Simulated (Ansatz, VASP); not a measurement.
One calculation of Pb, two programs

```
Pb
1.0
     0.00000    2.46561    2.46561
     2.46561    0.00000    2.46561
     2.46561    2.46561    0.00000
Pb
1
Direct
  0.00000 0.00000 0.00000
```

Alike in both runs: functional PBEsol; k mesh 16 × 16 × 16; occupations fermi-dirac, width 0.05 eV; no spin polarisation.

Ansatz relaxed the structure, and its values are those at the end. VASP's run is a single point on that final structure, the one shown.

```csv
,VASP,Ansatz
version,VASP 6.6.1,Ansatz 0.2.0
potentials or method,"VASP PAW PBE potentials, release 64 (Pb_d)","PAW with Ansatz's default frozen-core files, scalar-relativistic"
plane-wave cutoff (eV),520,420
valence electrons in the cell,14,14
```

|  | VASP | Ansatz | Ansatz less VASP |
| --- | --- | --- | --- |
| pressure (GPa) | -0.1 | 0.0 | +0.09 |

VASP's potentials were made for PBE, not for PBEsol. Ansatz's warnings: end state compared.

Spin-orbit coupling is off throughout.
